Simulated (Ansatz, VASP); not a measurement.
# One calculation of TaAs, two programs

```
CELL_PARAMETERS angstrom
0.00000 2.61928 2.61928
2.61928 0.00000 2.61928
2.61928 2.61928 0.00000
ATOMIC_POSITIONS crystal
Ta 0.50000 0.50000 0.50000
As 0.97709 0.02291 0.02291
```

Alike in both runs: task single point; functional r2SCAN; k mesh 12 × 12 × 12; occupations gaussian, width 0.05 eV; no spin polarisation.

|  | VASP | Ansatz |
| --- | --- | --- |
| version | VASP 6.6.1 | Ansatz 0.2.0 |
| potentials or method | VASP PAW PBE potentials, release 64 (Ta_pv, As), cutoff 520 eV | scalar-relativistic, plane waves, PAW |
| valence electrons in the cell | 16 | 28 |

|  | VASP | Ansatz | Ansatz less VASP |
| --- | --- | --- | --- |
| gap on the k mesh at the Fermi level (eV) | none | none | - |
| pressure (GPa) | 1.7 | 1.2 | -0.52 |
| traceless stress, the component that is largest in VASP (GPa) | 3.30 | 3.31 | +0.016 |
| rms of the force components (eV/Å) | 0.468 | 0.474 | +0.0059 |

VASP's potentials were made for PBE, not for r2SCAN. Atom by atom the forces differ by 0.006 eV/Å (rms over components). A gap of «none» marks a metal or a gap that the smearing closes. The functional is the same, so the differences come from potentials, cutoffs and numerics. VASP's potentials hold 16 valence electrons a cell and Ansatz's 28, so a difference there can come from the potentials and not from the codes.

Neither program's run includes spin-orbit coupling.
